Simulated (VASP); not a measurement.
Wanted: the native input for a VASP 6.6.1 run.

| Quantity | Value |
| --- | --- |
| Task | relaxation of cell and atoms |
| Functional | PBE |
| Potentials or basis | VASP PAW PBE potentials, release 64 (Sr_sv, Tm_3, Si), 4f in core |
| Cutoff | 500 eV |
| k mesh | 3 × 3 × 4 |
| Occupations | gaussian, width 0.2 eV |
| Spin | no spin polarisation |
| Dipole correction | no |
| Further INCAR settings | ALGO = Normal; EDIFF = 1e-07; IBRION = 2; EDIFFG = -0.08; NSW = 36; ISIF = 3 |

The structure of Sr4TmSi lies in POSCAR:

```
Sr4TmSi
1.0
    6.2217627700      0.0000000000      0.0000000000
   -3.1108813900      5.3882046200      0.0000000000
    0.0000000000      0.0000000000      4.8452075200
Sr Tm Si
4 1 1
Direct
    0.3333333300      0.6666666700      0.0000000000
    0.6653136400      0.8326568200      0.5000000000
    0.1673431800      0.8326568200      0.5000000000
    0.1673431800      0.3346863600      0.5000000000
    0.6666666700      0.3333333300      0.0000000000
    0.0000000000      0.0000000000      0.0000000000
```

The cell was generated, and may not be a known phase.

The input as run:

INCAR

```
PREC     = Accurate       # precision mode
ENCUT    = 500            # plane-wave cutoff, eV
EDIFF    = 1E-7           # SCF threshold, eV
ISMEAR   = 0              # smearing method
SIGMA    = 0.2            # smearing width, eV
LREAL    = False          # projectors in reciprocal space
LASPH    = True           # aspherical terms in the spheres
NELM     = 200            # most SCF steps
ALGO     = Normal         # electronic algorithm
ISIF     = 3              # what is computed and relaxed
LWAVE    = False          # write WAVECAR
LCHARG   = False          # write CHGCAR
GGA      = PE             # functional
IBRION   = 2              # ionic algorithm
NSW      = 36             # ionic steps
EDIFFG   = -0.08          # ionic threshold
GGA_COMPAT= False        
NELMIN   = 4            
LMAXMIX  = 6              # l up to which the mixer works
```

KPOINTS

```
Automatic mesh
0
Gamma
  3 3 4
```

Potentials or basis: VASP PAW PBE potentials, release 64 (Sr_sv, Tm_3, Si), 4f in core.

The run is started by

```bash
$ cat potpaw_PBE.64/Sr_sv/POTCAR potpaw_PBE.64/Tm_3/POTCAR potpaw_PBE.64/Si/POTCAR > POTCAR
$ mpirun -np 1 vasp_std > vasp.out
```

Results of the run:

```yaml
Relaxed_volume: 43.39 Å³/atom
Relaxed_cell: a = 7.866 Å, b = 7.866 Å, c = 4.858 Å, α = 90.00°, β = 90.00°, γ = 120.00°
Space_group_after_relaxing_to_0.1_Å: P-6m2 (No. 187)
Energy_gained_by_relaxing: 566.2 meV/atom
Ionic_steps: 10
Pressure_after_relaxing: 0.0 GPa
Largest_force_after_relaxing: 0.019 eV/Å
Band_gap_on_the_k_mesh: zero (an odd number of electrons rules out a gap without spin polarisation)
```

Caveat: the k points lie up to 0.32 Å⁻¹ apart in the final cell, too coarse for converged energies and pressures of a metal; the volume moved by over 15 % at a fixed basis, so the end points are rough; spin-orbit coupling is left out, which moves the levels of the heavy elements; the 4f electrons are frozen in the core, so they carry no moment and show no levels.

Run time: 5.2 min on 1 thread of Intel(R) Xeon(R) 6975P-C (Granite Rapids) (shared host), peak memory 0.31 GiB.
